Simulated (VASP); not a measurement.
Set up this calculation in VASP 6.6.1, as the native input.

- Task: relaxation of cell and atoms
- Functional: PBE
- Potentials or basis: VASP PAW PBE potentials, release 64 (Pb_d)
- Cutoff: 600 eV
- k mesh: 14 × 14 × 8
- Occupations: gaussian, width 0.05 eV
- Spin: no spin polarisation
- Dipole correction: no
- Further INCAR settings: ALGO = Fast; EDIFF = 1e-07; IBRION = 2; EDIFFG = -0.01; NSW = 80; ISIF = 3

The structure of Pb lies in POSCAR:

```
Pb
1.0
    3.4800000000      0.0000000000      0.0000000000
   -1.7400000000      3.0137684052      0.0000000000
    0.0000000000      0.0000000000      5.5900000000
Pb
2
Direct
    0.3333333333      0.6666666667      0.2500000000
    0.6666666667      0.3333333333      0.7500000000
```

This isn't the form of Pb at room conditions, which is fcc.

These files were run (other wordings do the same):

INCAR

```
SYSTEM = Pb
ALGO = Fast
EDIFF = 1E-7
EDIFFG = -0.01
ENCUT = 600
GGA = PE
IBRION = 2
ISIF = 3
ISMEAR = 0
LASPH = .TRUE.
LCHARG = .FALSE.
LREAL = .FALSE.
LWAVE = .FALSE.
NELM = 80
NSW = 80
PREC = Accurate
SIGMA = 0.05
```

KPOINTS

```
k-points
0
G
  14 14 8
  0 0 0
```

Potentials or basis: VASP PAW PBE potentials, release 64 (Pb_d).

The run is started by

```console
$ cat potpaw_PBE.64/Pb_d/POTCAR > POTCAR
$ mpirun -np 1 vasp_std > vasp.out
```

Results of the run:

* Relaxed volume: 31.80 Å³/atom
* Relaxed cell: a = 3.539 Å, b = 3.539 Å, c = 5.861 Å, α = 90.00°, β = 90.00°, γ = 120.00°
* Space group after relaxing (to 0.1 Å): P6_3/mmc (No. 194)
* Energy gained by relaxing: 32.0 meV/atom
* Ionic steps: 7
* Pressure after relaxing: 0.0 GPa
* Band gap on the k mesh: zero (bands 14 and 15 overlap by 7.11 eV)

Caveat: spin-orbit coupling is left out, which moves the levels of the heavy elements.

It took 7 min on 1 thread of Intel(R) Xeon(R) 6975P-C (Granite Rapids), with other jobs on the host, peak memory 0.29 GiB.
